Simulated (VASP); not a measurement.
The system is Ir.

```
Ir
1.0
     0.06447    1.83736    1.75605
     1.94181    0.07743    1.74308
     2.17282    2.05540   -0.15358
Ir
1
Direct
  0.00000 0.00000 0.00000
```

* Program: VASP 6.6.1
* Task: relaxation of cell and atoms
* Functional: r2SCAN
* Potentials or basis: VASP PAW PBE potentials, release 64 (Ir)
* Cutoff: 600 eV
* k mesh: 12 × 13 × 11
* Occupations: fermi-dirac, width 0.05 eV
* Spin: no spin polarisation

At the start: pressure 24.4 GPa; volume 13.99 Å³/atom.

How do energy, volume and symmetry change on relaxing?

Over 13 steps the energy falls by 445.6 meV/atom and the volume is 14.30 Å³/atom (+2.2 %); space group P-1 (No. 2, to 0.1 Å) before, Fm-3m (No. 225, to 0.1 Å).

Step by step:
| step | energy change (eV) | largest force (eV/Å) | pressure (GPa) | volume (Å³) |
| --- | --- | --- | --- | --- |
| 1 | 0.0000 | 0.0000 | 24.36 | 13.99 |
| 2 | 0.4788 | 0.0000 | -42.96 | 18.23 |
| 3 | -0.2646 | 0.0000 | -21.31 | 15.45 |
| 4 | -0.2688 | 0.0000 | -17.90 | 15.29 |
| 5 | -0.0214 | 0.0000 | 40.75 | 13.37 |
| 6 | -0.4119 | 0.0000 | -5.86 | 14.56 |
| 7 | -0.4137 | 0.0000 | -4.34 | 14.50 |
| 8 | -0.4178 | 0.0000 | 13.71 | 13.84 |
| 9 | -0.4418 | 0.0000 | 3.97 | 14.15 |
| 10 | -0.4383 | 0.0000 | -6.38 | 14.56 |
| 11 | -0.4453 | 0.0000 | -0.53 | 14.32 |
| 12 | -0.4455 | 0.0000 | 0.25 | 14.29 |
| 13 | -0.4456 | 0.0000 | 0.04 | 14.30 |

Final structure:
```yaml
crystal:
  lattice:
    - [-0.00280, 1.92349, 1.92838]
    - [1.92069, -0.00068, 1.92811]
    - [1.93080, 1.92899, 0.00578]
  atoms:
    - { symbol: Ir, position: [0.00000, 0.00000, 0.00000] }
```

Caveat: the PAW data sets were made with another functional, which shifts forces and pressure a little.
